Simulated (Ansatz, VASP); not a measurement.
# One calculation of NbSi, two programs

```
CELL_PARAMETERS angstrom
0.00000 2.57383 2.57383
2.57383 0.00000 2.57383
2.57383 2.57383 0.00000
ATOMIC_POSITIONS crystal
Nb 0.00000 0.00000 0.00000
Si 0.50000 0.50000 0.50000
```

Alike in both runs: task relaxation of cell and atoms; functional PBEsol; dispersion D4; k mesh 9 × 9 × 9; occupations fermi-dirac, width 0.05 eV; no spin polarisation.

```csv
,VASP,Ansatz
version,VASP 6.6.1,Ansatz 0.2.0
potentials or method,"VASP PAW PBE potentials, release 64 (Nb_sv, Si)",Ansatz PAW
plane-wave cutoff (eV),600,420
valence electrons in the cell,17,17
```

VASP gave:

| Quantity | Value |
| --- | --- |
| gap on the k mesh at the Fermi level, each at its own relaxed structure (eV) | none |
| relaxed volume (Å³/atom) | 16.34 |
| relaxed cell length with the largest relative difference (Å) | 3.589 |

What did Ansatz give for the same quantities?

gap on the k mesh at the Fermi level, each at its own relaxed structure (eV): none; relaxed volume (Å³/atom): 16.35; relaxed cell length with the largest relative difference (Å): 3.590.

VASP's potentials were made for PBE, not for PBEsol. A gap of «none» marks a metal or a gap that the smearing closes.

Noted on Ansatz's run: the plane-wave basis is chosen anew once the cell has moved, so the energies of steps on either side of that aren't comparable.
